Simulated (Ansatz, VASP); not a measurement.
**TaAlMo3 in VASP and in Ansatz**

INCAR

```
SYSTEM = TaAlMo3
PREC = Accurate
ENCUT = 600
EDIFF = 1E-6
ISMEAR = 0
SIGMA = 0.1
LREAL = .FALSE.
LASPH = .TRUE.
NELM = 80
ALGO = Normal
ISIF = 3
LWAVE = .FALSE.
LCHARG = .FALSE.
GGA = PE
IBRION = 2
NSW = 90
EDIFFG = -0.04
```

The input KPOINTS:

```
Automatic mesh
0
G
  6 6 2
  0 0 0
```

POSCAR

```
TaAlMo3
1.0
    3.6312637200      0.0000000000      0.0000000000
    0.0000000000      3.6312637200      0.0000000000
    0.0000000000      0.0000000000      7.9095828500
Ta Al Mo
1 1 3
Direct
    0.0000000000      0.0000000000      0.5000000000
    0.5000000000      0.5000000000      0.0000000000
    0.5000000000      0.5000000000      0.3309650600
    0.5000000000      0.5000000000      0.6690349400
    0.0000000000      0.0000000000      0.0000000000
```

Input for Ansatz:

```yaml
crystal:
  lattice:
    - [3.63126372, 0.0, 0.0]
    - [0.0, 3.63126372, 0.0]
    - [0.0, 0.0, 7.90958285]
  atoms:
    - { symbol: Ta, position: [0.0, 0.0, 0.5] }
    - { symbol: Al, position: [0.5, 0.5, 0.0] }
    - { symbol: Mo, position: [0.5, 0.5, 0.33096506] }
    - { symbol: Mo, position: [0.5, 0.5, 0.66903494] }
    - { symbol: Mo, position: [0.0, 0.0, 0.0] }
basis:
  ecutwfc: 420
kpoints:
  mp_grid: { grid: [6, 6, 2] }
hamiltonian:
  xc: pbe
scf:
  occupations: { method: gaussian, width: 0.1 }
  lower_state_search: "off"
output:
  forces: true
  stress: true
  eigenvalues: true
relax:
  adjacent_minimum: "off"
  f_tol: 0.04
  max_steps: 70
  cell: { stress_tol: 0.4 }
```

Alike in both runs: task relaxation of cell and atoms; functional PBE; k mesh 6 × 6 × 2; occupations gaussian, width 0.1 eV; no spin polarisation.

|  | VASP | Ansatz |
| --- | --- | --- |
| version | VASP 6.6.1 | Ansatz 0.2.0 |
| potentials or method | VASP PAW PBE potentials, release 64 (Ta_pv, Al, Mo_sv), cutoff 600 eV | scalar-relativistic, plane waves, PAW |
| valence electrons in the cell | 56 | 58 |

Ansatz gave:

* gap on the k mesh at the Fermi level, each at its own relaxed structure (eV): none
* relaxed volume (Å³/atom): 17.91
* relaxed length of the cell vector where the two differ most in proportion (Å): 3.453

What did VASP give for the same quantities?

gap on the k mesh at the Fermi level, each at its own relaxed structure (eV): none; relaxed volume (Å³/atom): 17.95; relaxed length of the cell vector where the two differ most in proportion (Å): 3.458.

A gap of «none» marks a metal or a gap that the smearing closes. VASP's potentials hold 56 valence electrons a cell and Ansatz's 58, so a difference there can come from the potentials and not from the codes.

The k mesh is coarse, so the values compare programs but aren't converged. Neither program's run includes spin-orbit coupling.
